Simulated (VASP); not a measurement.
**Li: single point with PBE+D3(BJ)**

Li:

```
CELL_PARAMETERS angstrom
0.00000 2.36715 2.20200
2.20200 0.00000 2.20200
2.20200 2.36715 0.00000
ATOMIC_POSITIONS crystal
Li 0.00000 0.00000 0.00000
```

This cell differs from its parent crystal: strain +0.0750 x Voigt [0, 1, 0, 0, 0, 0].

```json
{
 "Program": "VASP 6.6.1",
 "Task": "single point",
 "Functional": "PBE",
 "Dispersion": "D3(BJ)",
 "Potentials or basis": "VASP PAW PBE potentials, release 64 (Li_sv)",
 "Cutoff": "520 eV",
 "k mesh": "18 × 18 × 18",
 "Occupations": "gaussian, width 0.15 eV",
 "Spin": "no spin polarisation",
 "Dipole correction": "no",
 "Further INCAR settings": "ALGO = Normal; EDIFF = 1e-07; NBANDS = 8"
}
```

```yaml
Dispersion_energy_per_atom: -0.149 eV
```

Levels at points of the mesh, in eV from the Fermi level:
```tsv
k point	band 1	band 2	band 3	band 4	band 5	band 6
(0.00, 0.00, 0.00)	-46.75	-3.40	13.13	13.13	13.15	16.72
(0.50, 0.00, 0.00)	-46.74	0.04	2.55	10.88	12.14	14.54
(0.50, 0.50, 0.00)	-46.74	1.73	4.59	7.31	7.65	9.59
(0.50, 0.00, 0.50)	-46.74	0.91	3.67	8.39	8.39	10.50
```

Wall time 36 s on 1 thread of AMD EPYC 9R14 (Zen 4) (shared host), peak memory 0.16 GiB.

Caveat: the cell differs from its parent crystal (strain +0.0750 x Voigt [0, 1, 0, 0, 0, 0]).
